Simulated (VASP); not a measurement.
NbH2, 3 atoms in the cell. Symmetry: Fm-3m, No. 225, cubic system. The conventional cell has a = 4.532 Å, b = 4.532 Å, c = 4.532 Å, α = 90.00°, β = 90.00°, γ = 90.00°. Nb (site symmetry m-3m) has 8 H at 1.96 Å within 2.6 Å. H (site symmetry -43m) has 4 Nb at 1.96 Å and 6 H at 2.27 Å within 2.6 Å.  This cell differs from its parent crystal: volume scaled by 0.98.

```yaml
Program: VASP 6.6.1
Task: electric field gradients
Functional: LDA
Potentials_or_basis: VASP PAW LDA potentials, release 64 (Nb_sv, H)
Cutoff: 520 eV
k_mesh: 15 × 15 × 15
Occupations: fermi-dirac, width 0.03 eV
Spin: no spin polarisation
Dipole_correction: no
Further_INCAR_settings: ALGO = Normal; EDIFF = 1e-08; NBANDS = 14
```

Potentials or basis: VASP PAW LDA potentials, release 64 (Nb_sv, H).

The run is started by

```sh
$ cat potpaw_LDA.64/Nb_sv/POTCAR potpaw_LDA.64/H/POTCAR > POTCAR
$ mpirun -np 1 vasp_std > vasp.out
```

Hardware: 1 thread of Intel(R) Xeon(R) Platinum 8488C (Sapphire Rapids), with other jobs on the host.

Estimate the wall time of this run.

Wall time 17 s on 1 thread of Intel(R) Xeon(R) Platinum 8488C (Sapphire Rapids), on a shared host, peak memory 0.15 GiB. Counts: scf iterations 14, k points 120.
